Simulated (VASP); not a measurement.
# LiF (P6_3mc) in VASP: further runs, part 2 of 2

VASP 6.6.1. The steps go on from the part before.

### Step 5. Single point, LDA

This run uses another cell than the first one, of the same volume but with other edges.

INCAR

```
ALGO = Normal
EDIFF = 1E-7
ENCUT = 520
GGA = CA
ISIF = 2
ISMEAR = 0
LASPH = True
LCHARG = True
LELF = True
LREAL = False
LVHAR = True
LWAVE = False
NBANDS = 18
NELM = 100
PREC = Accurate
SIGMA = 0.05
```

KPOINTS

```
k-points
0
Gamma
  9 9 6
```

POSCAR

```
LiF
1.0
    3.1154738578      0.0000000000      0.0000000000
   -1.5577369289      2.6980795057      0.0000000000
    0.0000000000      0.0000000000      4.4071493192
Li F
2 2
Direct
    0.3333333333      0.6666666667      0.3371874601
    0.6666666667      0.3333333333      0.8371874601
    0.3333333333      0.6666666667      0.9910195924
    0.6666666667      0.3333333333      0.4910195924
```

Potentials or basis: VASP PAW LDA potentials, release 64 (Li_sv, F).

Run with:

```
$ cat potpaw_LDA.64/Li_sv/POTCAR potpaw_LDA.64/F/POTCAR > POTCAR
$ mpirun -np 1 vasp_std > vasp.out
```

OUTCAR:

```text
EDIFF = 1E-7
   ENCUT = 520
   GGA = CA
   ISIF = 2
   ISMEAR = 0
   LASPH = True
   LREAL = False
   NELM = 100
   PREC = Accurate

 ion  position               nearest neighbor table
   1  0.333  0.667  0.337-   3 1.53   4 1.92   4 1.92   4 1.92
   2  0.667  0.333  0.837-   4 1.53   3 1.92   3 1.92   3 1.92
   3  0.333  0.667  0.991-   1 1.53   2 1.92   2 1.92   2 1.92
   4  0.667  0.333  0.491-   2 1.53   1 1.92   1 1.92   1 1.92

  LATTYP: Found a hexagonal cell.
 ALAT       =     3.1154738578
 C/A-ratio  =     1.4146000000

  Lattice vectors:

 A1 = (   3.1154738578,   0.0000000000,   0.0000000000)
 A2 = (  -1.5577369289,   2.6980795057,   0.0000000000)
 A3 = (   0.0000000000,   0.0000000000,   4.4071493192)

Analysis of symmetry for initial positions (statically):
=====================================================================
 Subroutine PRICEL returns:
 Original cell was already a primitive cell.

 Routine SETGRP: Setting up the symmetry group for a
 hexagonal supercell.

 Subroutine GETGRP returns: Found 12 space group operations
 (whereof  6 operations were pure point group operations)
 out of a pool of 24 trial point group operations.

The static configuration has the point symmetry C_3v.
 The point group associated with its full space group is C_6v.

Analysis of symmetry for dynamics (positions and initial velocities):
=====================================================================
 Subroutine PRICEL returns:
 Original cell was already a primitive cell.

 Routine SETGRP: Setting up the symmetry group for a
 hexagonal supercell.

 Subroutine GETGRP returns: Found 12 space group operations
 (whereof  6 operations were pure point group operations)
 out of a pool of 24 trial point group operations.

The dynamic configuration has the point symmetry C_3v.
[... 122 lines left out ...]
   IMIX   =      4    mixing-type and parameters
     AMIX     =   0.40;   BMIX     =  1.00
     AMIX_MAG =   1.60;   BMIX_MAG =  1.00
  volume/ion in A,a.u.               =       9.26        62.50
  Fermi-wavevector in a.u.,A,eV,Ry     =   1.333028  2.519058 24.177060  1.776964
  Thomas-Fermi vector in A             =   2.461918
   LORBIT       =      0    0 simple, 1 ext, 2 COOP (PROOUT), +10 PAW based schemes
   GGA     = CA    functional components
   LHFCALC =     F    Hartree Fock is set to
   AEXX    =    0.0000 exact exchange contribution
   IVDW    =     0    specifies the selected vdW correction
   LEPSILON=     F    determine dielectric tensor
   LRPA    =     F    only Hartree local field effects (RPA)
 non-spin polarized calculation
 Gauss-broadening in eV      SIGMA  =   0.05
  energy-cutoff  :      520.00
  volume of cell :       37.05
 maximum number of plane-waves:      1012
 NGX is ok and might be reduce to    24

 number of electron      19.9999976 magnetization

 Free energy of the ion-electron system (eV)
  ---------------------------------------------------
  ext. energy  EPLUGINS =         0.00000000
  ---------------------------------------------------
  free energy    TOTEN  =       -20.13597318 eV

  energy without entropy =      -20.13597318  energy(sigma->0) =      -20.13597318

 E-fermi :  -2.2315     XC(G=0):  -9.8206

 val. band max:       -2.5974748974   @ k =   0.1111   0.0000   0.0000
 cond. band min:       5.2454586748   @ k =   0.0000   0.0000   0.0000
 fundamental gap:      7.8429335722
 Fermi energy:        -2.2315131182

 k-point     1 :       0.0000    0.0000    0.0000
  band No.  band energies     occupation
      1     -41.5708      2.00000
      2     -41.4650      2.00000
      3     -21.5763      2.00000
      4     -21.3990      2.00000
      5      -4.6696      2.00000
      6      -3.1735      2.00000
[... 481 lines left out ...]
      5      -4.7585      2.00000
      6      -4.0943      2.00000
[... 10 lines left out ...]
     17      16.8697      0.00000
     18      19.1552      0.00000

 [... further k-points ...]

------------------------ aborting loop because EDIFF is reached ----------------------------------------

  FORCE on cell =-STRESS in cart. coord.  units (eV):
  Direction    XX          YY          ZZ          XY          YZ          ZX
  --------------------------------------------------------------------------------------
  -------------------------------------------------------------------------------------
  Total       -1.2295389     -1.2295389      8.2080545      0.0000000      0.0000000      0.0000000
  in kB      -53.1760706    -53.1760706    354.9884266      0.0000000      0.0000000      0.0000000
  external PRESSURE =      82.8787618 kB  Pullay stress =       0.0000000 kB

 VOLUME and BASIS-vectors are now :
 -----------------------------------------------------------------------------
  energy-cutoff  :      520.00
  volume of cell :       37.05
      direct lattice vectors                 reciprocal lattice vectors
     3.115473858  0.000000000  0.000000000     0.320978460  0.185317000  0.000000000
    -1.557736929  2.698079506  0.000000000     0.000000000  0.370634000  0.000000000
     0.000000000  0.000000000  4.407149319     0.000000000  0.000000000  0.226904043

 POSITION                                       TOTAL-FORCE (eV/Angst)
 -----------------------------------------------------------------------------------
     -0.00000      1.79872      1.48604         0.000000     -0.000000      2.936876
      1.55774      0.89936      3.68961         0.000000      0.000000      2.936876
     -0.00000      1.79872      4.36757        -0.000000      0.000000     -2.936876
      1.55774      0.89936      2.16400        -0.000000      0.000000     -2.936876
 -----------------------------------------------------------------------------------
    total drift:                               -0.000000     -0.000000      0.000526

  FREE ENERGIE OF THE ION-ELECTRON SYSTEM (eV)
  ---------------------------------------------------
  free  energy   TOTEN  =       -20.1359731814 eV

  energy  without entropy=      -20.1359731814  energy(sigma->0) =      -20.13597318
```

stdout:

```text
POSCAR found type information on POSCAR LiF
 POSCAR found :  2 types and       4 ions
 scaLAPACK will be used
 LDA part: xc-table for (Slater(with rela. corr.)+CA(PZ))
 , standard interpolation
 POSCAR, INCAR and KPOINTS ok, starting setup
 FFT: planning ... GRIDC
 FFT: planning ... GRID_SOFT
 FFT: planning ... GRID
 WAVECAR not read
 entering main loop
```

It took 18 s on 1 thread of Intel Xeon Platinum 8259CL at 2.50GHz (Skylake/Cascade Lake), shared host; peak memory 0.14 GiB.

Results:

| Quantity | Value |
| --- | --- |
| Free energy | -20.1360 eV |
| Largest force | 2.937 eV/Å |
| Band gap on the k mesh | 7.84 eV (least direct gap 7.86 eV) |

Forces on the atoms (eV/Å):
```
Li   0.000  0.000  2.937
Li   0.000  0.000  2.937
F    0.000  0.000 -2.937
F    0.000  0.000 -2.937
```

Levels at points of the mesh, in eV from the valence-band top:
| k point | band 7 | band 8 | band 9 | band 10 | band 11 | band 12 | band 13 | band 14 |
| --- | --- | --- | --- | --- | --- | --- | --- | --- |
| (0.00, 0.00, 0.00) | -0.58 | -0.06 | -0.01 | -0.01 | 7.84 | 12.79 | 16.17 | 18.11 |
| (0.00, 0.00, 0.50) | -0.30 | -0.30 | -0.30 | -0.30 | 9.53 | 9.53 | 18.36 | 18.36 |

Caveat: the cutoff is under 1.25 times the usual one of these potentials, so pressure, stress and relaxed cells hold a basis-set (Pulay) error; forces of over 1 eV/Å act on the atoms, so gaps and moduli don't describe the material at rest. A k mesh can miss the band edges.

### Step 6. Single point, LDA

INCAR

```
SYSTEM = LiF
ALGO = Normal ; EDIFF = 1E-6
ENCUT = 520 ; GGA = CA
ISIF = 2 ; ISMEAR = 0
LASPH = .TRUE. ; LCHARG = .FALSE.
LREAL = .FALSE. ; LWAVE = .FALSE.
NBANDS = 18 ; NELM = 100
PREC = Accurate ; SIGMA = 0.05
```

KPOINTS

```
k-points
0
G
  9 9 6
  0 0 0
```

POSCAR

```
LiF
1.0
    3.0140916337      0.0000000000      0.0000000000
   -1.5070458168      2.6102799241      0.0000000000
    0.0000000000      0.0000000000      4.7086139501
Li F
2 2
Direct
    0.3333333333      0.6666666667      0.3371874601
    0.6666666667      0.3333333333      0.8371874601
    0.3333333333      0.6666666667      0.9910195924
    0.6666666667      0.3333333333      0.4910195924
```

Potentials or basis: VASP PAW LDA potentials, release 64 (Li_sv, F).

Run with:

```
$ cat potpaw_LDA.64/Li_sv/POTCAR potpaw_LDA.64/F/POTCAR > POTCAR
$ mpirun -np 1 vasp_std > vasp.out
```

OUTCAR:

```text
SYSTEM = LiF
   EDIFF = 1E-6
   ENCUT = 520
   GGA = CA
   ISIF = 2
   ISMEAR = 0
   LASPH = .TRUE.
   LREAL = .FALSE.
   NELM = 100
   PREC = Accurate

 ion  position               nearest neighbor table
   1  0.333  0.667  0.337-   3 1.63   4 1.88   4 1.88   4 1.88
   2  0.667  0.333  0.837-   4 1.63   3 1.88   3 1.88   3 1.88
   3  0.333  0.667  0.991-   1 1.63   2 1.88   2 1.88   2 1.88
   4  0.667  0.333  0.491-   2 1.63   1 1.88   1 1.88   1 1.88

  LATTYP: Found a hexagonal cell.
 ALAT       =     3.0140916337
 C/A-ratio  =     1.5622000000

  Lattice vectors:

 A1 = (   3.0140916337,   0.0000000000,   0.0000000000)
 A2 = (  -1.5070458168,   2.6102799241,   0.0000000000)
 A3 = (   0.0000000000,   0.0000000000,   4.7086139501)

Analysis of symmetry for initial positions (statically):
=====================================================================
 Subroutine PRICEL returns:
 Original cell was already a primitive cell.

 Routine SETGRP: Setting up the symmetry group for a
 hexagonal supercell.

[... 172 lines left out ...]

 E-fermi :  -2.2947     XC(G=0):  -9.8534

 val. band max:       -2.5137352437   @ k =   0.0000   0.0000   0.0000
 cond. band min:       5.3668585102   @ k =   0.0000   0.0000   0.0000
 fundamental gap:      7.8805937538
 Fermi energy:        -2.2947113979

 k-point     1 :       0.0000    0.0000    0.0000
  band No.  band energies     occupation
      1     -41.5599      2.00000
      2     -41.4800      2.00000
      3     -21.5624      2.00000
      4     -21.4293      2.00000
      5      -4.6986      2.00000
      6      -2.9060      2.00000
[... 481 lines left out ...]
      5      -4.6403      2.00000
      6      -3.9997      2.00000
[... 10 lines left out ...]
     17      16.8424      0.00000
     18      18.9479      0.00000

 [... further k-points ...]

------------------------ aborting loop because EDIFF is reached ----------------------------------------

  FORCE on cell =-STRESS in cart. coord.  units (eV):
  Direction    XX          YY          ZZ          XY          YZ          ZX
  --------------------------------------------------------------------------------------
  -------------------------------------------------------------------------------------
  Total       -0.7314522     -0.7314522      3.4781801     -0.0000000      0.0000000      0.0000000
  in kB      -31.6344237    -31.6344237    150.4270798     -0.0000000      0.0000000      0.0000000
  external PRESSURE =      29.0527442 kB  Pullay stress =       0.0000000 kB

 VOLUME and BASIS-vectors are now :
 -----------------------------------------------------------------------------
  energy-cutoff  :      520.00
  volume of cell :       37.05
      direct lattice vectors                 reciprocal lattice vectors
     3.014091634  0.000000000  0.000000000     0.331774916  0.191550337  0.000000000
    -1.507045817  2.610279924  0.000000000     0.000000000  0.383100675  0.000000000
     0.000000000  0.000000000  4.708613950     0.000000000  0.000000000  0.212376723

 POSITION                                       TOTAL-FORCE (eV/Angst)
 -----------------------------------------------------------------------------------
     -0.00000      1.74019      1.58769         0.000000     -0.000000      1.411374
      1.50705      0.87009      3.94199        -0.000000      0.000000      1.411374
     -0.00000      1.74019      4.66633        -0.000000     -0.000000     -1.411374
      1.50705      0.87009      2.31202         0.000000     -0.000000     -1.411374
 -----------------------------------------------------------------------------------
    total drift:                               -0.000000     -0.000001      0.000361

  FREE ENERGIE OF THE ION-ELECTRON SYSTEM (eV)
  ---------------------------------------------------
  free  energy   TOTEN  =       -20.5799778931 eV

  energy  without entropy=      -20.5799778931  energy(sigma->0) =      -20.57997789
```

stdout:

```text
POSCAR found type information on POSCAR LiF
 POSCAR found :  2 types and       4 ions
 scaLAPACK will be used
 LDA part: xc-table for (Slater(with rela. corr.)+CA(PZ))
 , standard interpolation
 POSCAR, INCAR and KPOINTS ok, starting setup
 FFT: planning ... GRIDC
 FFT: planning ... GRID_SOFT
 FFT: planning ... GRID
 WAVECAR not read
 entering main loop
```

It took 18 s on 1 thread of Intel Xeon Platinum 8259CL at 2.50GHz (Skylake/Cascade Lake), shared host; peak memory 0.14 GiB.

Results:

| Quantity | Value |
| --- | --- |
| Free energy | -20.5800 eV |
| Largest force | 1.411 eV/Å |
| Band gap on the k mesh | 7.88 eV |

Forces on the atoms (eV/Å):
```
Li   0.000  0.000  1.411
Li   0.000  0.000  1.411
F    0.000  0.000 -1.411
F    0.000  0.000 -1.411
```

Levels at points of the mesh, in eV from the valence-band top:
| k point | band 8 | band 9 | band 10 | band 11 | band 12 | band 13 |
| --- | --- | --- | --- | --- | --- | --- |
| (0.00, 0.00, 0.00) | -0.21 | 0.00 | 0.00 | 7.88 | 12.21 | 15.48 |
| (0.00, 0.00, 0.50) | -0.20 | -0.20 | -0.20 | 9.45 | 9.45 | 18.29 |

Caveat: the cutoff is under 1.25 times the usual one of these potentials, so pressure, stress and relaxed cells hold a basis-set (Pulay) error; forces of over 1 eV/Å act on the atoms, so gaps and moduli don't describe the material at rest.

### Step 7. Overview

| cell | gap on the mesh (eV) | largest force (eV/Å) |
| --- | --- | --- |
| a = 3.014, b = 3.014, c = 4.709 Å, angles 90.0, 90.0, 120.0°, 4 atoms, atomic positions A | 7.89 | 0.09 |
| a = 2.953, b = 2.953, c = 4.904 Å, angles 90.0, 90.0, 120.0°, 4 atoms, atomic positions B | 7.85 | 0.37 |
| a = 3.115, b = 3.115, c = 4.407 Å, angles 90.0, 90.0, 120.0°, 4 atoms, atomic positions C | 7.62 | 0.01 |
| a = 3.115, b = 3.115, c = 4.407 Å, angles 90.0, 90.0, 120.0°, 4 atoms, atomic positions D | 7.84 | 2.94 |
| a = 3.014, b = 3.014, c = 4.709 Å, angles 90.0, 90.0, 120.0°, 4 atoms, atomic positions D | 7.88 | 1.41 |

Alike in all rows: task single point; level LDA; potentials or basis VASP PAW LDA potentials, release 64 (Li_sv, F); no spin polarisation; k mesh 9 × 9 × 6; cutoff (eV) 520; smearing gaussian 0.05 eV.

Caveats: the cutoff is under 1.25 times the usual one of these potentials, so pressure, stress and relaxed cells hold a basis-set (Pulay) error; forces of over 1 eV/Å act on the atoms, so gaps and moduli don't describe the material at rest (at least some runs).

Total energies depend on the potentials used, so only differences within one code and one set of settings carry meaning.
